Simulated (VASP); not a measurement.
Set up this calculation in VASP 6.6.1, as the native input.

```
Task                   : single point
Functional             : PBE
Potentials or basis    : VASP PAW PBE potentials, release 64 (Sn_d, C_h)
Cutoff                 : 910 eV
k mesh                 : 4 × 4 × 6
Occupations            : gaussian, width 0.1 eV
Spin                   : no spin polarisation
Dipole correction      : no
Further INCAR settings : ALGO = Normal; EDIFF = 1e-06; NBANDS = 31
```

The structure of SnC2 lies in POSCAR:

```
SnC2
1.0
    4.3366461671      0.0000000000      0.0000000000
    0.0000000000      5.4172678424      0.0000000000
    0.0000000000      0.0000000000      3.4891697487
Sn C
2 4
Direct
    0.5000000000      0.5000000000      0.5000000000
    0.0000000000      0.0000000000      0.0000000000
    0.3787151806      0.9261844565      0.5000000000
    0.8787151806      0.5738155435      0.0000000000
    0.6212848194      0.0738155435      0.5000000000
    0.1212848194      0.4261844565      0.0000000000
```

The input as run:

INCAR

```
PREC = Accurate
ENCUT = 910
EDIFF = 1E-6
ISMEAR = 0
SIGMA = 0.1
LREAL = F
LASPH = T
NELM = 120
ALGO = Normal
ISIF = 2
LWAVE = F
LCHARG = F
GGA = PE
NBANDS = 31
GGA_COMPAT = F
```

KPOINTS

```
Automatic mesh
0
Gamma
  4 4 6
```

Potentials or basis: VASP PAW PBE potentials, release 64 (Sn_d, C_h).

Launch:

```console
$ cat potpaw_PBE.64/Sn_d/POTCAR potpaw_PBE.64/C_h/POTCAR > POTCAR
$ mpirun -np 1 vasp_std > vasp.out
```

Results of the run:

```json
{"Pressure": "-0.1 GPa", "Largest force": "0.023 eV/Å", "Band gap on the k mesh": "zero (bands 22 and 23 overlap by 3.55 eV)"}
```

Caveat: the k points lie up to 0.36 Å⁻¹ apart, too coarse for converged energies and pressures of a metal; the cutoff is under 1.25 times the usual one of these potentials, so pressure, stress and relaxed cells hold a basis-set (Pulay) error; spin-orbit coupling is left out, which moves the levels of the heavy elements.

Wall time 4.8 min on 1 thread of AMD EPYC 7R43 64-Core Processor (Zen 3), on a shared host, peak memory 0.33 GiB.
